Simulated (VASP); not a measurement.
# Al3Ni2 (P-3m1) in VASP: a series of runs

The runs below take Al3Ni2 through single point, with PBEsol.

Program: VASP 6.6.1. These are calculated values, not measurements. Logs are shortened: lines on timing, memory, paths and dates and some standing lists are left out, and cuts for length are marked.

## 1. The cell of the first run

Symmetry: P-3m1, No. 164, trigonal system. Conventional cell: a = 3.803 Å, b = 3.803 Å, c = 4.616 Å, α = 90.00°, β = 90.00°, γ = 120.00°. Within 3.0 Å of Al (site symmetry -3m) lie 6 Ni at 2.30 Å and 6 Al at 2.73 Å. Within 3.0 Å of Al (site symmetry 3m) lie 5 Ni at 2.30 to 2.39 Å and 6 Al at 2.59 to 2.73 Å. Ni (site symmetry 3m) has 8 Al at 2.30 to 2.39 Å and 3 Ni at 2.57 Å within 3.0 Å.

## 2. Single point, PBEsol (strain -0.050 along x and y, -0.050 along z)

INCAR

```
PREC = Accurate
ENCUT = 520
EDIFF = 1E-7
ISMEAR = 0
SIGMA = 0.15
LREAL = F
LASPH = T
NELM = 100
ALGO = Fast
ISIF = 2
LWAVE = F
LCHARG = F
GGA = PS
NBANDS = 22
```

KPOINTS

```
Automatic mesh
0
Gamma
  12 12 10
```

POSCAR

```
Al3Ni2
1.0
    3.8029826611      0.0000000000      0.0000000000
   -1.9014913305      3.2934795947      0.0000000000
    0.0000000000      0.0000000000      4.6164913802
Al Ni
3 2
Direct
    0.0000000000      0.0000000000      0.0000000000
    0.3333333333      0.6666666667      0.6477829059
    0.6666666667      0.3333333333      0.3522170941
    0.3333333333      0.6666666667      0.1455709067
    0.6666666667      0.3333333333      0.8544290933
```

Potentials or basis: VASP PAW PBE potentials, release 64 (Al, Ni).

Command:

```sh
> cat potpaw_PBE.64/Al/POTCAR potpaw_PBE.64/Ni/POTCAR > POTCAR
> mpirun -np 1 vasp_std > vasp.out
```

OUTCAR:

```text
PREC = Accurate
   ENCUT = 520
   EDIFF = 1E-7
   ISMEAR = 0
   LREAL = F
   LASPH = T
   NELM = 100
   ISIF = 2
   GGA = PS

 ion  position               nearest neighbor table
   1  0.000  0.000  0.000-   4 2.30   5 2.30   5 2.30   4 2.30   5 2.30   4 2.30   2 2.73   3 2.73
                             2 2.73   3 2.73   3 2.73   2 2.73
   2  0.333  0.667  0.648-   4 2.30   4 2.32   5 2.39   5 2.39   5 2.39   3 2.59   3 2.59   3 2.59
                             1 2.73   1 2.73   1 2.73
   3  0.667  0.333  0.352-   5 2.30   5 2.32   4 2.39   4 2.39   4 2.39   2 2.59   2 2.59   2 2.59
                             1 2.73   1 2.73   1 2.73
   4  0.333  0.667  0.146-   1 2.30   1 2.30   1 2.30   2 2.30   2 2.32   3 2.39   3 2.39   3 2.39
                             5 2.57   5 2.57   5 2.57
   5  0.667  0.333  0.854-   1 2.30   1 2.30   1 2.30   3 2.30   3 2.32   2 2.39   2 2.39   2 2.39
                             4 2.57   4 2.57   4 2.57

  LATTYP: Found a hexagonal cell.
 ALAT       =     3.8029826611
 C/A-ratio  =     1.2139133390

  Lattice vectors:

 A1 = (   3.8029826611,   0.0000000000,   0.0000000000)
 A2 = (  -1.9014913305,   3.2934795947,   0.0000000000)
 A3 = (   0.0000000000,   0.0000000000,   4.6164913802)

Analysis of symmetry for initial positions (statically):
=====================================================================
 Subroutine PRICEL returns:
 Original cell was already a primitive cell.

 Routine SETGRP: Setting up the symmetry group for a
 hexagonal supercell.

 Subroutine GETGRP returns: Found 12 space group operations
 (whereof 12 operations were pure point group operations)
 out of a pool of 24 trial point group operations.

The static configuration has the point symmetry D_3d.

Analysis of symmetry for dynamics (positions and initial velocities):
=====================================================================
 Subroutine PRICEL returns:
 Original cell was already a primitive cell.

 Routine SETGRP: Setting up the symmetry group for a
 hexagonal supercell.

 Subroutine GETGRP returns: Found 12 space group operations
 (whereof 12 operations were pure point group operations)
 out of a pool of 24 trial point group operations.

The dynamic configuration has the point symmetry D_3d.

 Subroutine INISYM returns: Found 12 space group operations
 (whereof 12 operations are pure point group operations),
 and found     1 'primitive' translations

----------------------------------------------------------------------------------------

                                     Primitive cell
[... 101 lines left out ...]
   IBRION =     -1    ionic relax: 0-MD 1-quasi-New 2-CG
   NFREE  =      0    steps in history (QN), initial steepest desc. (CG)
   ISIF   =      2    stress and relaxation
   ISYM   =      2    0-nonsym 1-usesym 2-fastsym
   POTIM  = 0.5000    time-step for ionic-motion
   TEBEG  =    0.0;   TEEND  =   0.0 temperature during run
   PSTRESS=    0.0 pullay stress
   NELECT =      29.0000    total number of electrons
   NUPDOWN=      -1.0000    fix difference up-down
   EMIN   =  10.00;   EMAX   =-10.00  energy-range for DOS
   EFERMI =   0.00;   METHOD = LEGACY
   ISMEAR =     0;   SIGMA  =   0.15  broadening in eV -4-tet -1-fermi 0-gaus
   EFERMI_NEDOS =   21; number of points for ismear=-14 and -15
   IALGO  =     68    algorithm
   IMIX   =      4    mixing-type and parameters
     AMIX     =   0.40;   BMIX     =  1.00
     AMIX_MAG =   1.60;   BMIX_MAG =  1.00
  volume/ion in A,a.u.               =      11.56        78.04
  Fermi-wavevector in a.u.,A,eV,Ry     =   1.300700  2.457966 23.018605  1.691820
  Thomas-Fermi vector in A             =   2.431882
   LORBIT       =      0    0 simple, 1 ext, 2 COOP (PROOUT), +10 PAW based schemes
   GGA     = PS    functional components
   LHFCALC =     F    Hartree Fock is set to
   AEXX    =    0.0000 exact exchange contribution
   IVDW    =     0    specifies the selected vdW correction
   LEPSILON=     F    determine dielectric tensor
   LRPA    =     F    only Hartree local field effects (RPA)
 non-spin polarized calculation
 RMM-DIIS sequential band-by-band and
 Gauss-broadening in eV      SIGMA  =   0.15
  energy-cutoff  :      520.00
  volume of cell :       57.82
 maximum number of plane-waves:      1576
   NGX = 15   NGY = 15   NGZ = 17

 number of electron      28.9999995 magnetization

 Free energy of the ion-electron system (eV)
  ---------------------------------------------------
  ext. energy  EPLUGINS =         0.00000000
  ---------------------------------------------------
  free energy    TOTEN  =       -26.85497682 eV

  energy without entropy =      -26.84132959  energy(sigma->0) =      -26.84815320

 E-fermi :  10.4061     XC(G=0): -12.0708

 val. band max:       10.3899509230   @ k =   0.0000   0.3333   0.4000
 cond. band min:      10.4275513957   @ k =   0.0833   0.0833   0.0000
 fundamental gap:      0.0376004727
 Fermi energy:        10.4061116530

 k-point     1 :       0.0000    0.0000    0.0000
  band No.  band energies     occupation
      1      -1.1972      2.00000
      2       4.5134      2.00000
      3       5.0924      2.00000
      4       6.1117      2.00000
      5       6.1117      2.00000
      6       6.6998      2.00000
[... 589 lines left out ...]
     21      17.4174      0.00000
     22      17.8512      0.00000

 [... further k-points ...]

------------------------ aborting loop because EDIFF is reached ----------------------------------------

  FORCE on cell =-STRESS in cart. coord.  units (eV):
  Direction    XX          YY          ZZ          XY          YZ          ZX
  --------------------------------------------------------------------------------------
  -------------------------------------------------------------------------------------
  Total       10.8162759     10.8162759     11.5308955      0.0000000      0.0000000      0.0000000
  in kB      299.7070688    299.7070688    319.5083894      0.0000000      0.0000000      0.0000000
  external PRESSURE =     306.3075090 kB  Pullay stress =       0.0000000 kB

 VOLUME and BASIS-vectors are now :
 -----------------------------------------------------------------------------
  energy-cutoff  :      520.00
  volume of cell :       57.82
      direct lattice vectors                 reciprocal lattice vectors
     3.802982661  0.000000000  0.000000000     0.262951501  0.151815120  0.000000000
    -1.901491331  3.293479595  0.000000000     0.000000000  0.303630240  0.000000000
     0.000000000  0.000000000  4.616491380     0.000000000  0.000000000  0.216614723

 POSITION                                       TOTAL-FORCE (eV/Angst)
 -----------------------------------------------------------------------------------
      0.00000      0.00000      0.00000         0.000000      0.000000      0.000000
     -0.00000      2.19565      2.99048         0.000000     -0.000000     -0.332416
      1.90149      1.09783      1.62601         0.000000      0.000000      0.332416
     -0.00000      2.19565      0.67203         0.000000      0.000000      0.288763
      1.90149      1.09783      3.94446        -0.000000      0.000000     -0.288763
 -----------------------------------------------------------------------------------
    total drift:                                0.000000     -0.000000      0.000000

  FREE ENERGIE OF THE ION-ELECTRON SYSTEM (eV)
  ---------------------------------------------------
  free  energy   TOTEN  =       -26.8549768190 eV

  energy  without entropy=      -26.8413295868  energy(sigma->0) =      -26.84815320
```

stdout:

```text
POSCAR found type information on POSCAR AlNi
 POSCAR found :  2 types and       5 ions
 scaLAPACK will be used
 -----------------------------------------------------------------------------
|                                                                             |
|                                                                             |
|     You enforced a specific xc type in the INCAR file but a different       |
|     I HOPE YOU KNOW WHAT YOU ARE DOING!                                     |
|                                                                             |
 -----------------------------------------------------------------------------

 LDA part: xc-table for (Slater+PW92), standard interpolation
 POSCAR, INCAR and KPOINTS ok, starting setup
 FFT: planning ... GRIDC
 FFT: planning ... GRID_SOFT
 FFT: planning ... GRID
 WAVECAR not read
 entering main loop
WARNING in EDDRMM: call to ZHEGV failed, returncode =   6  3     22
```

Wall time 1.7 min (1 thread of Intel Xeon 6975P-C (Granite Rapids), shared host); peak memory 0.3 GiB.

Results:

```
Free energy            : -26.8550 eV
Pressure               : 30.6 GPa
Largest force          : 0.332 eV/Å
Band gap on the k mesh : zero (an odd number of electrons rules out a gap without spin polarisation)
```

Forces in eV/Å, atoms in the order of the input:
```
Al   0.000  0.000  0.000
Al   0.000  0.000 -0.332
Al   0.000  0.000  0.332
Ni   0.000  0.000  0.289
Ni   0.000  0.000 -0.289
```

Caveat: the cell differs from its parent crystal (strain -0.050 along x and y, -0.050 along z); the cell stands under pressure; the PAW data sets were made with another functional, which shifts forces and pressure a little.

## 3. Single point, PBEsol (strain -0.050 along x and y, -0.025 along z)

INCAR

```
ALGO     = Fast           # electronic algorithm
EDIFF    = 1E-6           # SCF threshold, eV
ENCUT    = 520            # plane-wave cutoff, eV
GGA      = PS             # functional
ISIF     = 2              # what is computed and relaxed
ISMEAR   = 0              # smearing method
LASPH    = T              # aspherical terms in the spheres
LCHARG   = F              # write CHGCAR
LREAL    = F              # projectors in reciprocal space
LWAVE    = F              # write WAVECAR
NBANDS   = 22             # bands
NELM     = 60             # most SCF steps
PREC     = Accurate       # precision mode
SIGMA    = 0.15           # smearing width, eV
```

KPOINTS

```
k-points
0
Gamma
  12 12 10
```

Edit POSCAR of step 2 so:

```diff
@@ -4,3 +4,3 @@
    -1.9014913305      3.2934795947      0.0000000000
-    0.0000000000      0.0000000000      4.6164913802
+    0.0000000000      0.0000000000      4.7379779954
 Al Ni
```

Potentials or basis: VASP PAW PBE potentials, release 64 (Al, Ni).

Command:

```sh
> cat potpaw_PBE.64/Al/POTCAR potpaw_PBE.64/Ni/POTCAR > POTCAR
> mpirun -np 1 vasp_std > vasp.out
```

OUTCAR:

```text
EDIFF = 1E-6
   ENCUT = 520
   GGA = PS
   ISIF = 2
   ISMEAR = 0
   LASPH = T
   LREAL = F
   NELM = 60
   PREC = Accurate

 ion  position               nearest neighbor table
   1  0.000  0.000  0.000-   4 2.30   5 2.30   5 2.30   4 2.30   5 2.30   4 2.30   2 2.76   3 2.76
                             2 2.76   3 2.76   3 2.76   2 2.76
   2  0.333  0.667  0.648-   4 2.36   4 2.38   5 2.40   5 2.40   5 2.40   3 2.60   3 2.60   3 2.60
                             1 2.76   1 2.76   1 2.76
   3  0.667  0.333  0.352-   5 2.36   5 2.38   4 2.40   4 2.40   4 2.40   2 2.60   2 2.60   2 2.60
                             1 2.76   1 2.76   1 2.76
   4  0.333  0.667  0.146-   1 2.30   1 2.30   1 2.30   2 2.36   2 2.38   3 2.40   3 2.40   3 2.40
                             5 2.59   5 2.59   5 2.59
   5  0.667  0.333  0.854-   1 2.30   1 2.30   1 2.30   3 2.36   3 2.38   2 2.40   2 2.40   2 2.40
                             4 2.59   4 2.59   4 2.59

  LATTYP: Found a hexagonal cell.
 ALAT       =     3.8029826611
 C/A-ratio  =     1.2458584268

  Lattice vectors:

 A1 = (   3.8029826611,   0.0000000000,   0.0000000000)
 A2 = (  -1.9014913305,   3.2934795947,   0.0000000000)
 A3 = (   0.0000000000,   0.0000000000,   4.7379779954)

Analysis of symmetry for initial positions (statically):
=====================================================================
 Subroutine PRICEL returns:
 Original cell was already a primitive cell.

 Routine SETGRP: Setting up the symmetry group for a
 hexagonal supercell.

 Subroutine GETGRP returns: Found 12 space group operations
 (whereof 12 operations were pure point group operations)
 out of a pool of 24 trial point group operations.

The static configuration has the point symmetry D_3d.

Analysis of symmetry for dynamics (positions and initial velocities):
=====================================================================
 Subroutine PRICEL returns:
 Original cell was already a primitive cell.

 Routine SETGRP: Setting up the symmetry group for a
[... 128 lines left out ...]
   EFERMI_NEDOS =   21; number of points for ismear=-14 and -15
   IALGO  =     68    algorithm
   IMIX   =      4    mixing-type and parameters
     AMIX     =   0.40;   BMIX     =  1.00
     AMIX_MAG =   1.60;   BMIX_MAG =  1.00
  volume/ion in A,a.u.               =      11.87        80.09
  Fermi-wavevector in a.u.,A,eV,Ry     =   1.289486  2.436776 22.623424  1.662775
  Thomas-Fermi vector in A             =   2.421376
   LORBIT       =      0    0 simple, 1 ext, 2 COOP (PROOUT), +10 PAW based schemes
   GGA     = PS    functional components
   LHFCALC =     F    Hartree Fock is set to
   AEXX    =    0.0000 exact exchange contribution
   IVDW    =     0    specifies the selected vdW correction
   LEPSILON=     F    determine dielectric tensor
   LRPA    =     F    only Hartree local field effects (RPA)
 non-spin polarized calculation
 RMM-DIIS sequential band-by-band and
 Gauss-broadening in eV      SIGMA  =   0.15
  energy-cutoff  :      520.00
  volume of cell :       59.34
 maximum number of plane-waves:      1632
   NGX = 15   NGY = 15   NGZ = 17

 number of electron      29.0000021 magnetization

 Free energy of the ion-electron system (eV)
  ---------------------------------------------------
  ext. energy  EPLUGINS =         0.00000000
  ---------------------------------------------------
  free energy    TOTEN  =       -27.10080817 eV

  energy without entropy =      -27.08705259  energy(sigma->0) =      -27.09393038

 E-fermi :  10.0719     XC(G=0): -11.9495

 val. band max:       10.0608389315   @ k =   0.2500   0.0000   0.2000
 cond. band min:      10.0746343385   @ k =   0.1667   0.1667   0.5000
 fundamental gap:      0.0137954069
 Fermi energy:        10.0718827052

 k-point     1 :       0.0000    0.0000    0.0000
  band No.  band energies     occupation
      1      -1.3603      2.00000
      2       4.1706      2.00000
      3       4.6818      2.00000
      4       5.8951      2.00000
      5       5.8951      2.00000
      6       6.4837      2.00000
[... 589 lines left out ...]
     21      17.0153      0.00000
     22      17.4121      0.00000

 [... further k-points ...]
[... 5 lines left out ...]
  --------------------------------------------------------------------------------------
  -------------------------------------------------------------------------------------
  Total        9.7236728      9.7236728      7.4386526      0.0000000     -0.0000000      0.0000000
  in kB      262.5237244    262.5237244    200.8318078      0.0000000     -0.0000000      0.0000000
  external PRESSURE =     241.9597522 kB  Pullay stress =       0.0000000 kB

 VOLUME and BASIS-vectors are now :
 -----------------------------------------------------------------------------
  energy-cutoff  :      520.00
  volume of cell :       59.34
      direct lattice vectors                 reciprocal lattice vectors
     3.802982661  0.000000000  0.000000000     0.262951501  0.151815120  0.000000000
    -1.901491331  3.293479595  0.000000000     0.000000000  0.303630240  0.000000000
     0.000000000  0.000000000  4.737977995     0.000000000  0.000000000  0.211060499

 POSITION                                       TOTAL-FORCE (eV/Angst)
 -----------------------------------------------------------------------------------
      0.00000      0.00000      0.00000         0.000000      0.000000      0.000000
     -0.00000      2.19565      3.06918        -0.000000      0.000000     -0.240726
      1.90149      1.09783      1.66880         0.000000     -0.000000      0.240726
     -0.00000      2.19565      0.68971         0.000000      0.000000      0.289878
      1.90149      1.09783      4.04827        -0.000000     -0.000000     -0.289878
 -----------------------------------------------------------------------------------
    total drift:                                0.000000     -0.000000      0.000000

  FREE ENERGIE OF THE ION-ELECTRON SYSTEM (eV)
  ---------------------------------------------------
  free  energy   TOTEN  =       -27.1008081682 eV

  energy  without entropy=      -27.0870525869  energy(sigma->0) =      -27.09393038
```

stdout:

```text
POSCAR found type information on POSCAR AlNi
 POSCAR found :  2 types and       5 ions
 scaLAPACK will be used
 -----------------------------------------------------------------------------
|                                                                             |
|                                                                             |
|     You enforced a specific xc type in the INCAR file but a different       |
|     I HOPE YOU KNOW WHAT YOU ARE DOING!                                     |
|                                                                             |
 -----------------------------------------------------------------------------

 LDA part: xc-table for (Slater+PW92), standard interpolation
 POSCAR, INCAR and KPOINTS ok, starting setup
 FFT: planning ... GRIDC
 FFT: planning ... GRID_SOFT
 FFT: planning ... GRID
 WAVECAR not read
 entering main loop
```

Run time: 100 s. Hardware: 1 thread of Intel Xeon 6975P-C (Granite Rapids), shared host; peak memory 0.3 GiB.

Results:

| Property | Result |
| --- | --- |
| Free energy | -27.1008 eV |
| Pressure | 24.2 GPa |
| Largest force | 0.290 eV/Å |
| Band gap on the k mesh | zero (an odd number of electrons rules out a gap without spin polarisation) |

Forces in eV/Å, atoms in the order of the input:
```
Al   0.000  0.000  0.000
Al   0.000  0.000 -0.241
Al   0.000  0.000  0.241
Ni   0.000  0.000  0.290
Ni   0.000  0.000 -0.290
```

Levels at points of the mesh, in eV from the Fermi level:
```
           k point  band 13  band 14  band 15  band 16  band 17  band 18
(0.00, 0.00, 0.00)    -1.51     1.54     1.54     3.63     3.63     5.26
(0.50, 0.00, 0.00)    -1.85    -1.82    -1.45     1.54     2.21     2.79
(0.00, 0.00, 0.50)     3.08     3.08     3.09     3.13     3.13     4.59
(0.50, 0.00, 0.50)    -2.05    -1.23    -0.35     1.75     2.48     3.97
```

Caveat: the cell differs from its parent crystal (strain -0.050 along x and y, -0.025 along z); the stress differs along the axes, from 20 to 26 GPa; the PAW data sets were made with another functional, which shifts forces and pressure a little.

(Part 1 of 2 ends here.)

The gap in the log of VASP goes by the Fermi energy; the results here count the filled bands.